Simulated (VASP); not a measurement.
A run of VASP 6.6.1 is set up as follows.

INCAR

```
ALGO = Normal ; EDIFF = 1E-6
ENCUT = 520 ; GGA = PE
ISIF = 2 ; ISMEAR = 0
LASPH = True ; LCHARG = True
LELF = True ; LREAL = False
LVHAR = True ; LWAVE = False
NBANDS = 72 ; NELM = 60
PREC = Accurate ; SIGMA = 0.1
```

The input KPOINTS:

```
k-points
0
Gamma
  4 4 1
```

File POSCAR:

```
SnPb2O3
1.0
    4.0002140134     -0.0010815556      0.0075467579
   -0.0013486823      3.9762040938      0.0137168204
    0.0303637112      0.0540950461     16.6208919890
Sn Pb O
2 4 6
Direct
   -0.0003023602      0.5010239159      0.7406232129
    0.5002882642     -0.0007567064      0.2592901985
   -0.0010151905      0.4977705410      0.0732387964
   -0.0018056308      0.4954376784      0.4000250526
    0.5011112077      1.0017039883      0.9269315597
    0.5017547144      0.0048215841      0.5998870896
    1.0006072144      0.0030340639      0.6731298668
    0.0000067325     -0.0001543800     -0.0003095675
   -0.0008117539     -0.0024934963      0.3260567814
    0.5007319573      0.5027567678      0.6738592876
    0.5001136341      0.4996412678      0.0004828913
    0.4993212108      0.4972147755      0.3267848308
```

Potentials or basis: VASP PAW PBE potentials, release 64 (Sn_d, Pb_d, O).

Launch:

```bash
$ cat potpaw_PBE.64/Sn_d/POTCAR potpaw_PBE.64/Pb_d/POTCAR potpaw_PBE.64/O/POTCAR > POTCAR
$ mpirun -np 1 vasp_std > vasp.out
```

Q: What does it give for the pressure?

A: 0.0 GPa.

Q: What does it give for the band gap on the k mesh?

A: 1.10 eV.

Forces in eV/Å, atoms in the order of the input:
```
Sn   0.000  0.000  0.067
Sn   0.000  0.000 -0.066
Pb   0.000  0.001  0.039
Pb   0.000  0.001  0.043
Pb   0.000  0.000 -0.039
Pb   0.000 -0.001 -0.042
O    0.000 -0.001 -0.012
O    0.000  0.000 -0.001
O    0.000  0.000  0.010
O    0.000 -0.001 -0.010
O    0.000  0.000  0.000
O    0.000  0.001  0.012
```

Caveat: spin-orbit coupling is left out, which moves the levels of the heavy elements. A k mesh can miss the band edges.
